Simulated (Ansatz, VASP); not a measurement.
# LiBe4 in VASP and in Ansatz

```
CELL_PARAMETERS angstrom
1.82638 1.05446 3.74590
-1.82638 1.05446 3.74590
0.00000 -2.10892 3.74590
ATOMIC_POSITIONS crystal
Li 0.50000 0.50000 0.50000
Be 0.90574 0.90574 0.90574
Be 0.09426 0.09426 0.09426
Be 0.70136 0.70136 0.70136
Be 0.29864 0.29864 0.29864
```

Alike in both runs: task single point; functional PBE; k mesh 6 × 6 × 6; occupations gaussian, width 0.1 eV; no spin polarisation.

```csv
,VASP,Ansatz
version,VASP 6.6.1,Ansatz 0.2.0
potentials or method,"VASP PAW PBE potentials, release 64 (Li_sv, Be), cutoff 750 eV","scalar-relativistic, plane waves, PAW"
valence electrons in the cell,11,11
```

|  | VASP | Ansatz | Ansatz less VASP |
| --- | --- | --- | --- |
| gap on the k mesh at the Fermi level (eV) | none | none | - |
| pressure (GPa) | -0.1 | -0.2 | -0.07 |
| traceless stress, the component that is largest in VASP (GPa) | 0.11 | 0.11 | 0.000 |
| rms of the force components (eV/Å) | 0.007 | 0.006 | -0.0011 |

Atom by atom the forces differ by 0.001 eV/Å (rms over components). A gap of «none» marks a metal or a gap that the smearing closes.
